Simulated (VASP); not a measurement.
# Sb (P-1) in VASP: electric field gradients with PBEsol

Aim: the electric field gradients of Sb with PBEsol.

Everything below comes from runs of VASP 6.6.1. Logs are shortened: lines on timing, memory, paths and dates and some standing lists are left out, and cuts for length are marked.

**1. The cell of the first run**

The typed cell holds 2 atoms: a = 3.370 Å, b = 3.413 Å, c = 5.331 Å, α = 90.62°, β = 91.71°, γ = 121.27°.

**2. Electric field gradients, PBEsol (equal xy, yz and zx shear strains of -3 %)**

Contents of INCAR:

```
PREC = Accurate ; ENCUT = 520
EDIFF = 1E-8 ; ISMEAR = -1
SIGMA = 0.05 ; LREAL = False
LASPH = True ; NELM = 100
ALGO = Normal ; ISIF = 2
LWAVE = False ; LCHARG = False
GGA = PS ; LEFG = True
NBANDS = 12
```

Contents of KPOINTS:

```
Automatic mesh
0
Gamma
  12 12 7
```

Contents of POSCAR:

```
Sb
1.0
    3.3690001795     -0.0505350027     -0.0505350027
   -1.7282646859      2.9429072422     -0.0184970948
   -0.0799500000     -0.0799500000      5.3300000000
Sb
2
Direct
    0.3333333333      0.6666666667      0.2500000000
    0.6666666667      0.3333333333      0.7500000000
```

Potentials or basis: VASP PAW PBE potentials, release 64 (Sb).

On the command line:

```
> cat potpaw_PBE.64/Sb/POTCAR > POTCAR
> mpirun -np 1 vasp_std > vasp.out
```

OUTCAR:

```text
PREC = Accurate
   ENCUT = 520
   EDIFF = 1E-8
   ISMEAR = -1
   LREAL = False
   LASPH = True
   NELM = 100
   ISIF = 2
   GGA = PS

 ion  position               nearest neighbor table
   1  0.333  0.667  0.250-   2 3.22   2 3.25   2 3.30   2 3.33   2 3.35   2 3.35
   2  0.667  0.333  0.750-   1 3.22   1 3.25   1 3.30   1 3.33   1 3.35   1 3.35

  LATTYP: Found a triclinic cell.
 ALAT       =     3.4129084376
 B/A-ratio  =     2.3502529587
 C/A-ratio  =     0.9873567313
 COS(alpha) =     0.0018751953
 COS(beta)  =     0.5191268021
 COS(gamma) =     0.6400323490

  Lattice vectors:

 A1 = (  -1.7282646859,   2.9429072422,  -0.0184970948)
 A2 = (  -0.0075791923,   5.9152294817,  -5.4175291923)
 A3 = (  -3.3690001795,   0.0505350027,   0.0505350027)

Analysis of symmetry for initial positions (statically):
=====================================================================
 Subroutine PRICEL returns:
 Original cell was already a primitive cell.

 Routine SETGRP: Setting up the symmetry group for a
 triclinic supercell.

 Subroutine GETGRP returns: Found  2 space group operations
 (whereof  2 operations were pure point group operations)
 out of a pool of  2 trial point group operations.

The static configuration has the point symmetry S_2 .

Analysis of symmetry for dynamics (positions and initial velocities):
=====================================================================
 Subroutine PRICEL returns:
 Original cell was already a primitive cell.

 Routine SETGRP: Setting up the symmetry group for a
 triclinic supercell.

 Subroutine GETGRP returns: Found  2 space group operations
 (whereof  2 operations were pure point group operations)
 out of a pool of  2 trial point group operations.

The dynamic configuration has the point symmetry S_2 .

 Subroutine INISYM returns: Found  2 space group operations
 (whereof  2 operations are pure point group operations),
 and found     1 'primitive' translations

----------------------------------------------------------------------------------------

                                     Primitive cell

  volume of cell :      52.3557

  direct lattice vectors                    reciprocal lattice vectors
     3.369000179 -0.050535003 -0.050535003     0.299570544  0.175971953  0.007133137
    -1.728264686  2.942907242 -0.018497095     0.005221819  0.342899450  0.005221819
    -0.079950000 -0.079950000  5.330000000     0.002858422  0.002858422  0.187703013

  length of vectors
     3.369758119  3.412908438  5.331199115     0.347504706  0.342978961  0.187746538

  position of ions in fractional coordinates (direct lattice)
     0.333333333  0.666666667  0.250000000
     0.666666667  0.333333333  0.750000000

  ion indices of the primitive-cell ions
   primitive index   ion index
                 1           1
                 2           2

----------------------------------------------------------------------------------------

 KPOINTS: Automatic mesh

Automatic generation of k-mesh.
 Grid dimensions read from file:
 generate k-points for:   12   12    7

 Generating k-lattice:

  Cartesian coordinates                     Fractional coordinates (reciprocal lattice)
     0.024964212  0.014664329  0.000594428     0.083333333 -0.000000000  0.000000000
     0.000435152  0.028574954  0.000435152     0.000000000  0.083333333  0.000000000
     0.000408346  0.000408346  0.026814716     0.000000000 -0.000000000  0.142857143

  Length of vectors
     0.028958725  0.028581580  0.026820934

  Shift w.r.t. Gamma in fractional coordinates (k-lattice)
     0.000000000  0.000000000  0.000000000

 Subroutine IBZKPT returns following result:
 ===========================================

 Found    506 irreducible k-points:

 Following reciprocal coordinates:
            Coordinates               Weight
  0.000000  0.000000  0.000000      1.000000
  0.083333  0.000000  0.000000      2.000000
  0.166667  0.000000  0.000000      2.000000
  0.250000  0.000000  0.000000      2.000000
  0.333333  0.000000  0.000000      2.000000
  0.416667  0.000000  0.000000      2.000000
[... 16 lines left out ...]
  0.250000  0.166667  0.000000      2.000000
  0.333333  0.166667  0.000000      2.000000
 [... further k-points ...]
   k-points           NKPTS =    506   k-points in BZ     NKDIM =    506   number of bands    NBANDS=     12
   number of dos      NEDOS =    301   number of ions     NIONS =      2
   total plane-waves  NPLWV =  31360
   dimension x,y,z NGX =    28 NGY =   28 NGZ =   40
   dimension x,y,z NGXF=    56 NGYF=   56 NGZF=   80
   ions per type =               2
   NGX,Y,Z   is equivalent  to a cutoff of  13.81, 13.64, 12.47 a.u.
   NGXF,Y,Z  is equivalent  to a cutoff of  27.63, 27.28, 24.95 a.u.
 SYSTEM =  unknown system
   PREC   = accura    normal or accurate (medium, high low for compatibility)
   ISTART =      0    job   : 0-new  1-cont  2-samecut
   ICHARG =      2    charge: 1-file 2-atom 10-const
   ISPIN  =      1    spin polarized calculation?
   LNONCOLLINEAR =      F non collinear calculations
   LSORBIT =      F    spin-orbit coupling
   LASPH  =      T    aspherical Exc in radial PAW
   ENCUT  =  520.0 eV  38.22 Ry    6.18 a.u.   6.27  6.35  9.91*2*pi/ulx,y,z
   NELM   =    100;   NELMIN=  2; NELMDL= -5     # of ELM steps
   EDIFF  = 0.1E-07   stopping-criterion for ELM
   LREAL  =      F    real-space projection
   EDIFFG = 0.1E-06   stopping-criterion for IOM
   NSW    =      0    number of steps for IOM
   IBRION =     -1    ionic relax: 0-MD 1-quasi-New 2-CG
   NFREE  =      0    steps in history (QN), initial steepest desc. (CG)
   ISIF   =      2    stress and relaxation
   ISYM   =      2    0-nonsym 1-usesym 2-fastsym
   POTIM  = 0.5000    time-step for ionic-motion
   TEBEG  =    0.0;   TEEND  =   0.0 temperature during run
   PSTRESS=    0.0 pullay stress
   NELECT =      10.0000    total number of electrons
   NUPDOWN=      -1.0000    fix difference up-down
   EMIN   =  10.00;   EMAX   =-10.00  energy-range for DOS
   EFERMI =   0.00;   METHOD = LEGACY
   ISMEAR =    -1;   SIGMA  =   0.05  broadening in eV -4-tet -1-fermi 0-gaus
   EFERMI_NEDOS =   21; number of points for ismear=-14 and -15
   IALGO  =     38    algorithm
   IMIX   =      4    mixing-type and parameters
     AMIX     =   0.40;   BMIX     =  1.00
     AMIX_MAG =   1.60;   BMIX_MAG =  1.00
  volume/ion in A,a.u.               =      26.18       176.66
  Fermi-wavevector in a.u.,A,eV,Ry     =   0.942801  1.781636 12.093874  0.888875
  Thomas-Fermi vector in A             =   2.070447
   LORBIT       =      0    0 simple, 1 ext, 2 COOP (PROOUT), +10 PAW based schemes
   GGA     = PS    functional components
   LHFCALC =     F    Hartree Fock is set to
   AEXX    =    0.0000 exact exchange contribution
   IVDW    =     0    specifies the selected vdW correction
   LEPSILON=     F    determine dielectric tensor
   LRPA    =     F    only Hartree local field effects (RPA)
 non-spin polarized calculation
  energy-cutoff  :      520.00
  volume of cell :       52.36
 maximum number of plane-waves:      1427
 NGX is ok and might be reduce to    28
   NGX = 13   NGY = 13   NGZ = 19

 number of electron      10.0000000 magnetization

 Free energy of the ion-electron system (eV)
  ---------------------------------------------------
  ext. energy  EPLUGINS =         0.00000000
  ---------------------------------------------------
  free energy    TOTEN  =        -8.68193902 eV

  energy without entropy =       -8.67212814  energy(sigma->0) =       -8.67703358

 E-fermi :   8.7723     XC(G=0): -10.4532

 val. band max:        8.7684217593   @ k =   0.0833  -0.4167   0.2857
 cond. band min:       8.7744101081   @ k =  -0.0000   0.1667   0.0000
 fundamental gap:      0.0059883488
 Fermi energy:         8.7722913519

 k-point     1 :       0.0000    0.0000    0.0000
  band No.  band energies     occupation
      1      -4.4207      2.00000
      2      -0.1771      2.00000
      3       2.7921      2.00000
      4      11.8974      0.00000
      5      12.2749      0.00000
      6      13.6586      0.00000
      7      14.0459      0.00000
      8      14.8362      0.00000
      9      16.2135      0.00000
     10      17.6142      0.00000
     11      18.3922      0.00000
     12      18.8902      0.00000

 k-point     2 :       0.0833    0.0000    0.0000
  band No.  band energies     occupation
      1      -4.2946      2.00000
      2      -0.0699      2.00000
      3       2.9261      2.00000
      4      11.0845      0.00000
      5      11.4462      0.00000
      6      13.2618      0.00000
      7      13.8537      0.00000
      8      14.6266      0.00000
      9      16.6994      0.00000
     10      17.3208      0.00000
     11      18.4367      0.00000
     12      19.2881      0.00000

 k-point     3 :       0.1667    0.0000    0.0000
  band No.  band energies     occupation
      1      -3.9175      2.00000
      2       0.2434      2.00000
      3       3.3248      2.00000
      4       8.9842      0.02843
      5      10.5558      0.00000
      6      11.7873      0.00000
      7      13.6918      0.00000
      8      13.9044      0.00000
      9      15.4226      0.00000
     10      18.0899      0.00000
     11      18.2958      0.00000
     12      18.9685      0.00000
[... 286 lines left out ...]
 k-point    23 :       0.2500    0.1667    0.0000
  band No.  band energies     occupation
      1      -2.0789      2.00000
      2       1.3753      2.00000
      3       5.2243      2.00000
      4       5.3368      2.00000
      5       6.4748      2.00000
      6       9.1290      0.00159
      7      10.7061      0.00000
      8      10.8103      0.00000
      9      14.4356      0.00000
     10      15.9849      0.00000
     11      18.6041      0.00000
     12      19.5999      0.00000

 k-point    24 :       0.3333    0.1667    0.0000
  band No.  band energies     occupation
      1      -1.0714      2.00000
      2       1.2455      2.00000
      3       4.6119      2.00000
      4       5.9791      2.00000
      5       6.3216      2.00000
      6       7.6854      2.00000
      7       9.4406      0.00000
      8      10.2337      0.00000
      9      13.7750      0.00000
     10      15.6942      0.00000
     11      19.7177      0.00000
     12      20.1608      0.00000

 [... further k-points ...]
[... 5 lines left out ...]
  --------------------------------------------------------------------------------------
  -------------------------------------------------------------------------------------
  Total        0.0115168      0.1078936     -0.2164277     -0.1277415      0.0763986      0.0627853
  in kB        0.3524351      3.3017378     -6.6230768     -3.9091192      2.3379353      1.9213425
  external PRESSURE =      -0.9896346 kB  Pullay stress =       0.0000000 kB

 VOLUME and BASIS-vectors are now :
 -----------------------------------------------------------------------------
  energy-cutoff  :      520.00
  volume of cell :       52.36
      direct lattice vectors                 reciprocal lattice vectors
     3.369000179 -0.050535003 -0.050535003     0.299570544  0.175971953  0.007133137
    -1.728264686  2.942907242 -0.018497095     0.005221819  0.342899450  0.005221819
    -0.079950000 -0.079950000  5.330000000     0.002858422  0.002858422  0.187703013

 POSITION                                       TOTAL-FORCE (eV/Angst)
 -----------------------------------------------------------------------------------
     -0.04916      1.92511      1.30332         0.045571     -0.003060     -0.000526
      1.60995      0.88732      3.95764        -0.045571      0.003060      0.000526
 -----------------------------------------------------------------------------------
    total drift:                                0.000000     -0.000000     -0.000000

  FREE ENERGIE OF THE ION-ELECTRON SYSTEM (eV)
  ---------------------------------------------------
  free  energy   TOTEN  =        -8.6819390236 eV

  energy  without entropy=       -8.6721281417  energy(sigma->0) =       -8.67703358

 Electric field gradients (V/A^2)
---------------------------------------------------------------------
 ion       V_xx      V_yy      V_zz      V_xy      V_xz      V_yz
---------------------------------------------------------------------
   1      -9.359   -11.190    20.548    10.037     3.458     1.773
   2      -9.359   -11.190    20.548    10.037     3.458     1.773
---------------------------------------------------------------------

 Electric field gradients after diagonalization (V/A^2)
 (convention: |V_zz| > |V_xx| > |V_yy|)
----------------------------------------------------------------------
 ion       V_xx      V_yy      V_zz     asymmetry (V_yy - V_xx)/ V_zz
----------------------------------------------------------------------
   1     -20.378    -0.851    21.230       0.920
   2     -20.378    -0.851    21.230       0.920
----------------------------------------------------------------------

           NMR quadrupolar parameters

 Cq : quadrupolar parameter    Cq=e*Q*V_zz/h
 eta: asymmetry parameters     (V_yy - V_xx)/ V_zz
 Q  : nuclear electric quadrupole moment in mb (millibarn)
----------------------------------------------------------------------
 ion       Cq(MHz)       eta       Q (mb)
----------------------------------------------------------------------
   1       0.051       0.920       1.000
   2       0.051       0.920       1.000
----------------------------------------------------------------------
```

Wall time 2.7 min (1 thread of Intel Xeon 6975P-C, shared host); peak memory 0.4 GiB.

Results:

| Quantity | Value |
| --- | --- |
| Free energy | -8.6819 eV |
| Pressure | -0.1 GPa |
| Largest force | 0.046 eV/Å |
| Band gap on the k mesh | zero (band 5 reaches 12.53 eV, above the bottom of band 6 at 5.81 eV) |

Forces on the atoms (eV/Å):
```
Sb   0.046 -0.003 -0.001
Sb  -0.046  0.003  0.001
```

Stress tensor (GPa, compression positive):
```
 0.04 -0.39  0.19
-0.39  0.33  0.23
 0.19  0.23 -0.66
```

Electric field gradients, principal values (V/Å²):
| atom | least | middle | greatest (by size) |
| --- | --- | --- | --- |
| 1 Sb | -0.851 | -20.378 | 21.230 |
| 2 Sb | -0.851 | -20.378 | 21.230 |

Caveat: the cell differs from its parent crystal (equal xy, yz and zx shear strains of -3 %); without QUAD_EFG the Cq values of the log hold for a quadrupole moment of 1 mb, not for the nuclei; the PAW data sets were made with another functional, which shifts forces and pressure a little; spin-orbit coupling is left out, which moves the levels of the heavy elements.
